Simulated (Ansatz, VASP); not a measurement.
Fe in VASP and in Ansatz

```
CELL_PARAMETERS angstrom
-1.32541 1.32541 1.65849
1.32541 -1.32541 1.65849
1.32541 1.32541 -1.65849
ATOMIC_POSITIONS crystal
Fe 0.00000 0.00000 0.00000
```

Alike in both runs: task single point; functional PBE; k mesh 12 × 12 × 12; occupations gaussian, width 0.15 eV; collinear spin.

|  | VASP | Ansatz |
| --- | --- | --- |
| version | VASP 6.6.1 | Ansatz 0.2.0 |
| potentials or method | VASP PAW PBE potentials, release 64 (Fe), cutoff 520 eV | scalar-relativistic, plane waves, PAW |
| valence electrons in the cell | 8 | 16 |

VASP gave:

* gap on the k mesh at the Fermi level (eV): none
* pressure (GPa): -0.5
* traceless stress, the component that is largest in VASP (GPa): -9.96
* net moment per atom (μB): 2.33
* size of the moment on the site where the two differ most (μB): 2.33

Q: Which values does Ansatz return?

A: gap on the k mesh at the Fermi level (eV): none; pressure (GPa): -0.8; traceless stress, the component that is largest in VASP (GPa): -10.21; net moment per atom (μB): 2.30; size of the moment on the site where the two differ most (μB): 2.34.

Site moments also hang on the region over which each program counts them. A gap of «none» marks a metal or a gap that the smearing closes. With one functional, cell and mesh, what is left measures potentials, basis and numerics. VASP's potentials hold 8 valence electrons a cell and Ansatz's 16, so a difference there can come from the potentials and not from the codes.
